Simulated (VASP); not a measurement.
# Na (I4/mmm) in VASP: notebook

The runs below take Na through single point, with PBE.

Everything below comes from runs of VASP 6.6.1. Logs are shortened: lines on timing, memory, paths and dates and some standing lists are left out, and cuts for length are marked.

**1. The cell of the first run**

Symmetry: I4/mmm, No. 139, tetragonal system. Conventional cell: a = 4.235 Å, b = 4.235 Å, c = 4.277 Å, α = 90.00°, β = 90.00°, γ = 90.00°. Na (site symmetry 4/mmm) has 14 Na at 3.68 to 4.28 Å within 4.8 Å.

**2. Single point, PBE (strain +0.0100 x Voigt [0, 1, 0, 0, 0, 0])**

File INCAR:

```
SYSTEM = Na
ALGO     = Normal         ! electronic algorithm
EDIFF    = 1E-6           ! SCF threshold, eV
ENCUT    = 520            ! plane-wave cutoff, eV
GGA      = PE             ! functional
ISIF     = 2              ! what is computed and relaxed
ISMEAR   = 0              ! smearing method
LASPH    = .TRUE.         ! aspherical terms in the spheres
LCHARG   = .TRUE.         ! write CHGCAR
LELF     = .TRUE.         ! ELF
LREAL    = .FALSE.        ! projectors in reciprocal space
LVHAR    = .TRUE.       
LWAVE    = .FALSE.        ! write WAVECAR
NBANDS   = 10             ! bands
NELM     = 100            ! most SCF steps
PREC     = Accurate       ! precision mode
SIGMA    = 0.15           ! smearing width, eV
```

File KPOINTS:

```
k-points
0
G
  16 16 16
  0 0 0
```

File POSCAR:

```
Na
1.0
   -2.1175000000      2.1386750000      2.1175000000
    2.1175000000     -2.1386750000      2.1175000000
    2.1175000000      2.1386750000     -2.1175000000
Na
1
Direct
    0.0000000000      0.0000000000      0.0000000000
```

Potentials or basis: VASP PAW PBE potentials, release 64 (Na_pv).

On the command line:

```sh
$ cat potpaw_PBE.64/Na_pv/POTCAR > POTCAR
$ mpirun -np 1 vasp_std > vasp.out
```

OUTCAR:

```text
SYSTEM = Na
   EDIFF = 1E-6
   ENCUT = 520
   GGA = PE
   ISIF = 2
   ISMEAR = 0
   LASPH = .TRUE.
   LREAL = .FALSE.
   NELM = 100
   PREC = Accurate

 ion  position               nearest neighbor table
   1  0.000  0.000  0.000-

  LATTYP: Found a body centered tetragonal cell.
 ALAT       =     4.2350000000
 C/A-ratio  =     1.0100000000

  Lattice vectors:

 A1 = (  -2.1175000000,  -2.1386750000,   2.1175000000)
 A2 = (   2.1175000000,  -2.1386750000,  -2.1175000000)
 A3 = (   2.1175000000,   2.1386750000,   2.1175000000)

Analysis of symmetry for initial positions (statically):
=====================================================================
 Subroutine PRICEL returns:
 Original cell was already a primitive cell.

 Routine SETGRP: Setting up the symmetry group for a
 body centered tetragonal supercell.

 Subroutine GETGRP returns: Found 16 space group operations
 (whereof 16 operations were pure point group operations)
 out of a pool of 16 trial point group operations.

The static configuration has the point symmetry D_4h.

Analysis of symmetry for dynamics (positions and initial velocities):
=====================================================================
 Subroutine PRICEL returns:
 Original cell was already a primitive cell.

 Routine SETGRP: Setting up the symmetry group for a
 body centered tetragonal supercell.

 Subroutine GETGRP returns: Found 16 space group operations
 (whereof 16 operations were pure point group operations)
 out of a pool of 16 trial point group operations.

The dynamic configuration has the point symmetry D_4h.

 Subroutine INISYM returns: Found 16 space group operations
 (whereof 16 operations are pure point group operations),
 and found     1 'primitive' translations

----------------------------------------------------------------------------------------

                                     Primitive cell

  volume of cell :      38.3576

  direct lattice vectors                    reciprocal lattice vectors
    -2.117500000  2.138675000  2.117500000     0.000000000  0.233789613  0.236127509
     2.117500000 -2.138675000  2.117500000     0.236127509  0.000000000  0.236127509
     2.117500000  2.138675000 -2.117500000     0.236127509  0.233789613  0.000000000

  length of vectors
     3.679883593  3.679883593  3.679883593     0.332285696  0.333934725  0.332285696

  position of ions in fractional coordinates (direct lattice)
     0.000000000  0.000000000  0.000000000

  ion indices of the primitive-cell ions
   primitive index   ion index
                 1           1

----------------------------------------------------------------------------------------

 KPOINTS: k-points

Automatic generation of k-mesh.
 Grid dimensions read from file:
 generate k-points for:   16   16   16

 Generating k-lattice:

  Cartesian coordinates                     Fractional coordinates (reciprocal lattice)
     0.000000000  0.014611851  0.014757969     0.062500000  0.000000000 -0.000000000
     0.014757969  0.000000000  0.014757969     0.000000000  0.062500000  0.000000000
     0.014757969  0.014611851  0.000000000    -0.000000000  0.000000000  0.062500000

  Length of vectors
     0.020767856  0.020870920  0.020767856

  Shift w.r.t. Gamma in fractional coordinates (k-lattice)
     0.000000000  0.000000000  0.000000000

 Subroutine IBZKPT returns following result:
 ===========================================

 Found    349 irreducible k-points:

 Following reciprocal coordinates:
            Coordinates               Weight
  0.000000  0.000000  0.000000      1.000000
  0.062500  0.000000  0.000000      8.000000
  0.125000  0.000000  0.000000      8.000000
  0.187500  0.000000  0.000000      8.000000
  0.250000  0.000000  0.000000      8.000000
  0.312500 -0.000000  0.000000      8.000000
[... 16 lines left out ...]
 -0.187500  0.062500  0.000000     16.000000
 -0.125000  0.062500  0.000000      8.000000
 [... further k-points ...]
   k-points           NKPTS =    349   k-points in BZ     NKDIM =    349   number of bands    NBANDS=     10
   number of dos      NEDOS =    301   number of ions     NIONS =      1
   total plane-waves  NPLWV =  21952
   dimension x,y,z NGX =    28 NGY =   28 NGZ =   28
   dimension x,y,z NGXF=    56 NGYF=   56 NGZF=   56
   ions per type =               1
   NGX,Y,Z   is equivalent  to a cutoff of  12.65, 12.65, 12.65 a.u.
   NGXF,Y,Z  is equivalent  to a cutoff of  25.30, 25.30, 25.30 a.u.
 SYSTEM =  Na
   PREC   = accura    normal or accurate (medium, high low for compatibility)
   ISTART =      0    job   : 0-new  1-cont  2-samecut
   ICHARG =      2    charge: 1-file 2-atom 10-const
   ISPIN  =      1    spin polarized calculation?
   LNONCOLLINEAR =      F non collinear calculations
   LSORBIT =      F    spin-orbit coupling
   LASPH  =      T    aspherical Exc in radial PAW
   ENCUT  =  520.0 eV  38.22 Ry    6.18 a.u.   6.84  6.84  6.84*2*pi/ulx,y,z
[... 61 lines left out ...]
      4      -2.9743      2.00000
      5      11.6969      0.00000
      6      11.6969      0.00000
      7      11.8439      0.00000
      8      12.6551      0.00000
      9      12.7999      0.00000
     10      13.2167      0.00000

 k-point     2 :       0.0625    0.0000    0.0000
  band No.  band energies     occupation
      1     -24.6973      2.00000
      2     -24.6965      2.00000
      3     -24.6961      2.00000
      4      -2.9073      2.00000
      5      10.7483      0.00000
      6      11.2887      0.00000
      7      11.5035      0.00000
      8      12.1187      0.00000
      9      12.2412      0.00000
     10      13.5040      0.00000

 k-point     3 :       0.1250    0.0000    0.0000
  band No.  band energies     occupation
      1     -24.7007      2.00000
      2     -24.6977      2.00000
      3     -24.6961      2.00000
      4      -2.7067      2.00000
      5       9.1519      0.00000
      6      10.5758      0.00000
      7      10.9576      0.00000
      8      11.4062      0.00000
      9      11.9768      0.00000
     10      13.5440      0.00000

 k-point     4 :       0.1875    0.0000    0.0000
  band No.  band energies     occupation
      1     -24.7059      2.00000
      2     -24.6994      2.00000
      3     -24.6960      2.00000
      4      -2.3740      2.00000
      5       7.5819      0.00000
      6       9.9108      0.00000
      7      10.4374      0.00000
      8      10.7757      0.00000
      9      11.6331      0.00000
     10      13.7599      0.00000

 k-point     5 :       0.2500    0.0000    0.0000
  band No.  band energies     occupation
      1     -24.7119      2.00000
      2     -24.7014      2.00000
      3     -24.6960      2.00000
      4      -1.9118      2.00000
      5       6.0984      0.00000
      6       9.3512      0.00000
      7       9.9963      0.00000
      8      10.2580      0.00000
      9      11.2418      0.00000
     10      14.1298      0.00000

 k-point     6 :       0.3125   -0.0000    0.0000
  band No.  band energies     occupation
      1     -24.7179      2.00000
      2     -24.7035      2.00000
      3     -24.6960      2.00000
      4      -1.3232      2.00000
      5       4.7142      0.00000
      6       8.9110      0.00000
      7       9.6489      0.00000
      8       9.8556      0.00000
      9      10.8805      0.00000
     10      14.6008      0.00000
[... 183 lines left out ...]
 k-point    21 :      -0.3125    0.0625   -0.0000
  band No.  band energies     occupation
      1     -24.7152      2.00000
      2     -24.7025      2.00000
      3     -24.6964      2.00000
      4      -1.5866      2.00000
      5       5.4385      0.00000
      6       8.2979      0.00000
      7       9.6077      0.00000
      8      10.4765      0.00000
      9      11.7698      0.00000
     10      13.7002      0.00000

 k-point    22 :      -0.2500    0.0625   -0.0000
  band No.  band energies     occupation
      1     -24.7093      2.00000
      2     -24.7003      2.00000
      3     -24.6965      2.00000
      4      -2.1114      2.00000
      5       6.8654      0.00000
      6       8.7763      0.00000
      7      10.0414      0.00000
      8      10.9171      0.00000
      9      12.0797      0.00000
     10      13.3429      0.00000

 k-point    23 :      -0.1875    0.0625    0.0000
  band No.  band energies     occupation
      1     -24.7039      2.00000
      2     -24.6983      2.00000
      3     -24.6965      2.00000
      4      -2.5082      2.00000
      5       8.3739      0.00000
      6       9.3754      0.00000
      7      10.5638      0.00000
      8      11.4158      0.00000
      9      12.2722      0.00000
     10      13.3020      0.00000

 k-point    24 :      -0.1250    0.0625    0.0000
  band No.  band energies     occupation
      1     -24.6997      2.00000
      2     -24.6969      2.00000
      3     -24.6964      2.00000
      4      -2.7741      2.00000
      5       9.8459      0.00000
      6      10.1640      0.00000
      7      11.1331      0.00000
      8      11.8098      0.00000
      9      12.3642      0.00000
     10      13.5272      0.00000

 [... further k-points ...]

------------------------ aborting loop because EDIFF is reached ----------------------------------------

  FORCE on cell =-STRESS in cart. coord.  units (eV):
  Direction    XX          YY          ZZ          XY          YZ          ZX
  --------------------------------------------------------------------------------------
  -------------------------------------------------------------------------------------
  Total       -0.0691395     -0.0723795     -0.0691395     -0.0000000     -0.0000000      0.0000000
  in kB       -2.8879200     -3.0232529     -2.8879200     -0.0000000     -0.0000000      0.0000000
  external PRESSURE =      -2.9330310 kB  Pullay stress =       0.0000000 kB

 VOLUME and BASIS-vectors are now :
 -----------------------------------------------------------------------------
  energy-cutoff  :      520.00
  volume of cell :       38.36
      direct lattice vectors                 reciprocal lattice vectors
    -2.117500000  2.138675000  2.117500000     0.000000000  0.233789613  0.236127509
     2.117500000 -2.138675000  2.117500000     0.236127509  0.000000000  0.236127509
     2.117500000  2.138675000 -2.117500000     0.236127509  0.233789613  0.000000000

 POSITION                                       TOTAL-FORCE (eV/Angst)
 -----------------------------------------------------------------------------------
      0.00000      0.00000      0.00000        -0.000000     -0.000000      0.000000
 -----------------------------------------------------------------------------------
    total drift:                               -0.000000     -0.000000     -0.000000

  FREE ENERGIE OF THE ION-ELECTRON SYSTEM (eV)
  ---------------------------------------------------
  free  energy   TOTEN  =        -1.3129978073 eV

  energy  without entropy=       -1.3078042200  energy(sigma->0) =       -1.31040101
```

Wall time 93 s (1 thread of Intel Xeon 8259CL, shared host); peak memory 0.23 GiB.

Results:

* Free energy: -1.3130 eV
* Pressure: -0.3 GPa
* Band gap on the k mesh: zero (an odd number of electrons rules out a gap without spin polarisation)

Levels at points of the mesh, in eV from the Fermi level:
```csv
k point,band 1,band 2,band 3,band 4,band 5,band 6,band 7
"(0.00, 0.00, 0.00)",-24.93,-24.93,-24.93,-3.21,11.46,11.46,11.61
"(0.50, 0.00, 0.00)",-24.96,-24.94,-24.93,0.74,1.16,8.11,8.97
"(0.00, 0.50, 0.00)",-24.96,-24.94,-24.93,0.77,1.21,7.98,8.84
"(0.50, 0.50, 0.50)",-24.95,-24.95,-24.95,4.42,4.50,4.67,4.84
```

Caveat: the cell differs from its parent crystal (strain +0.0100 x Voigt [0, 1, 0, 0, 0, 0]).

**3. Single point, PBE (strain +0.0150 x Voigt [0, 1, 0, 0, 0, 0])**

File INCAR:

```
PREC     = Accurate       # precision mode
ENCUT    = 520            # plane-wave cutoff, eV
EDIFF    = 1E-6           # SCF threshold, eV
ISMEAR   = 0              # smearing method
SIGMA    = 0.15           # smearing width, eV
LREAL    = F              # projectors in reciprocal space
LASPH    = T              # aspherical terms in the spheres
NELM     = 60             # most SCF steps
ALGO     = Fast           # electronic algorithm
ISIF     = 2              # what is computed and relaxed
LWAVE    = F              # write WAVECAR
LCHARG   = F              # write CHGCAR
GGA      = PE             # functional
NBANDS   = 10             # bands
```

File KPOINTS:

```
regular mesh
0
Gamma
  16 16 16
```

File POSCAR:

```
Na
1.0
   -2.1175000000      2.1492625000      2.1175000000
    2.1175000000     -2.1492625000      2.1175000000
    2.1175000000      2.1492625000     -2.1175000000
Na
1
Direct
    0.0000000000      0.0000000000      0.0000000000
```

Potentials or basis: VASP PAW PBE potentials, release 64 (Na_pv).

On the command line:

```sh
$ cat potpaw_PBE.64/Na_pv/POTCAR > POTCAR
$ mpirun -np 1 vasp_std > vasp.out
```

Wall time 2 min (1 thread of Intel Xeon 8259CL, shared host); peak memory 0.23 GiB.

Results (log left out):

* Free energy: -1.3127 eV
* Pressure: -0.4 GPa
* Band gap on the k mesh: zero (an odd number of electrons rules out a gap without spin polarisation)

Levels at points of the mesh, in eV from the Fermi level:
```tsv
k point	band 1	band 2	band 3	band 4	band 5	band 6
(0.00, 0.00, 0.00)	-24.93	-24.93	-24.93	-3.20	11.41	11.41
(0.50, 0.00, 0.00)	-24.96	-24.94	-24.93	0.73	1.15	8.11
(0.00, 0.50, 0.00)	-24.96	-24.94	-24.93	0.78	1.22	7.92
(0.50, 0.50, 0.50)	-24.96	-24.96	-24.96	4.39	4.52	4.60
```

Caveat: the cell differs from its parent crystal (strain +0.0150 x Voigt [0, 1, 0, 0, 0, 0]).

**4. Single point, PBE (strain +0.0175 x Voigt [0, 1, 0, 0, 0, 0])**

INCAR: that of step 3 with these lines changed.

```diff
@@ -8,7 +8,9 @@
 NELM     = 60             # most SCF steps
-ALGO     = Fast           # electronic algorithm
+ALGO     = Normal         # electronic algorithm
 ISIF     = 2              # what is computed and relaxed
 LWAVE    = F              # write WAVECAR
-LCHARG   = F              # write CHGCAR
+LCHARG   = T              # write CHGCAR
 GGA      = PE             # functional
+LELF     = T              # ELF
+LVHAR    = T            
 NBANDS   = 10             # bands
```

File KPOINTS:

```
Automatic mesh
0
Gamma
  16 16 16
```

File POSCAR:

```
Na
1.0
   -2.1175000000      2.1545562500      2.1175000000
    2.1175000000     -2.1545562500      2.1175000000
    2.1175000000      2.1545562500     -2.1175000000
Na
1
Direct
    0.0000000000      0.0000000000      0.0000000000
```

On the command line:

```sh
$ cat potpaw_PBE.64/Na_pv/POTCAR > POTCAR
$ mpirun -np 1 vasp_std > vasp.out
```

Run time: 1.7 min. Hardware: 1 thread of Intel Xeon 8259CL, shared host; peak memory 0.23 GiB.

The run converged. Its results:

| Property | Result |
| --- | --- |
| Free energy | -1.3125 eV |
| Pressure | -0.3 GPa |
| Band gap on the k mesh | zero (an odd number of electrons rules out a gap without spin polarisation) |

Levels at points of the mesh, in eV from the Fermi level:
| k point | band 1 | band 2 | band 3 | band 4 | band 5 | band 6 | band 7 |
| --- | --- | --- | --- | --- | --- | --- | --- |
| (0.00, 0.00, 0.00) | -24.94 | -24.94 | -24.94 | -3.19 | 11.38 | 11.38 | 11.64 |
| (0.50, 0.00, 0.00) | -24.97 | -24.95 | -24.94 | 0.73 | 1.15 | 8.11 | 8.95 |
| (0.00, 0.50, 0.00) | -24.97 | -24.95 | -24.94 | 0.79 | 1.22 | 7.89 | 8.73 |
| (0.50, 0.50, 0.50) | -24.96 | -24.96 | -24.96 | 4.37 | 4.52 | 4.56 | 4.85 |

Caveat: the cell differs from its parent crystal (strain +0.0175 x Voigt [0, 1, 0, 0, 0, 0]).

**5. Single point, PBE (strain +0.0200 x Voigt [0, 1, 0, 0, 0, 0])**

File INCAR:

```
ALGO = Normal ; EDIFF = 1E-6
ENCUT = 520 ; GGA = PE
ISIF = 2 ; ISMEAR = 0
LASPH = True ; LCHARG = False
LREAL = False ; LWAVE = False
NBANDS = 10 ; NELM = 80
PREC = Accurate ; SIGMA = 0.15
```

File KPOINTS:

```
k-points
0
Gamma
  16 16 16
```

File POSCAR:

```
Na
1.0
   -2.1175000000      2.1598500000      2.1175000000
    2.1175000000     -2.1598500000      2.1175000000
    2.1175000000      2.1598500000     -2.1175000000
Na
1
Direct
    0.0000000000      0.0000000000      0.0000000000
```

On the command line:

```sh
$ cat potpaw_PBE.64/Na_pv/POTCAR > POTCAR
$ mpirun -np 1 vasp_std > vasp.out
```

Wall time 92 s (1 thread of Intel Xeon 8259CL, shared host); peak memory 0.23 GiB.

It converged, with:

- Free energy: -1.3123 eV
- Pressure: -0.4 GPa
- Band gap on the k mesh: zero (an odd number of electrons rules out a gap without spin polarisation)

Levels at points of the mesh, in eV from the Fermi level:
```tsv
k point	band 1	band 2	band 3	band 4	band 5	band 6	band 7	band 8
(0.00, 0.00, 0.00)	-24.94	-24.94	-24.94	-3.19	11.36	11.36	11.64	12.28
(0.50, 0.00, 0.00)	-24.97	-24.95	-24.94	0.72	1.14	8.11	8.94	9.09
(0.00, 0.50, 0.00)	-24.97	-24.95	-24.94	0.79	1.23	7.87	8.70	8.84
(0.50, 0.50, 0.50)	-24.96	-24.96	-24.96	4.36	4.53	4.53	4.86	4.86
```

Caveat: the cell differs from its parent crystal (strain +0.0200 x Voigt [0, 1, 0, 0, 0, 0]).

**6. Summary**

| cell | gap on the mesh (eV) | pressure (GPa) |
| --- | --- | --- |
| a = 3.680 Å, angles 109.7, 108.9, 109.7°, 1 atom | none | -0.3 |
| a = 3.686 Å, angles 109.9, 108.7, 109.9°, 1 atom | none | -0.4 |
| a = 3.689 Å, angles 109.9, 108.5, 109.9°, 1 atom | none | -0.3 |
| a = 3.692 Å, angles 110.0, 108.4, 110.0°, 1 atom | none | -0.4 |

Alike in all rows: task single point; level PBE; potentials or basis VASP PAW PBE potentials, release 64 (Na_pv); no spin polarisation; k mesh 16 × 16 × 16; cutoff (eV) 520; smearing gaussian 0.15 eV.

Total energies depend on the potentials used, so only differences within one code and one set of settings carry meaning.
